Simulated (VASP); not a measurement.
A run of VASP 6.6.1:

File INCAR:

```
SYSTEM = Al
PREC = Accurate ; ENCUT = 520
EDIFF = 1E-7 ; ISMEAR = 0
SIGMA = 0.1 ; LREAL = .False.
LASPH = .True. ; NELM = 100
ALGO = Fast ; ISIF = 2
LWAVE = .False. ; LCHARG = .False.
GGA = PS ; NBANDS = 10
```

Contents of KPOINTS:

```
Automatic mesh
0
Gamma
  18 18 14
  0 0 0
```

File POSCAR:

```
Al
1.0
    2.0378117446      2.0378117446      0.0000000000
   -2.0378117446      2.0378117446      0.0000000000
    0.0000000000      0.0000000000      3.9792540668
Al
2
Direct
    0.0000000000      0.0000000000      0.0000000000
    0.5000000000      0.5000000000      0.5000000000
```

Potentials or basis: VASP PAW PBE potentials, release 64 (Al).

Run with:

```console
$ cat potpaw_PBE.64/Al/POTCAR > POTCAR
$ mpirun -np 1 vasp_std > vasp.out
```

Hardware: 1 thread of Intel(R) Xeon(R) Platinum 8488C (Sapphire Rapids) (shared host).

Question: How long does it take, and how much memory?

Answer: Run time: 57 s on 1 thread of Intel(R) Xeon(R) Platinum 8488C (Sapphire Rapids) (shared host), peak memory 0.23 GiB. Counts: scf iterations 14, k points 440.
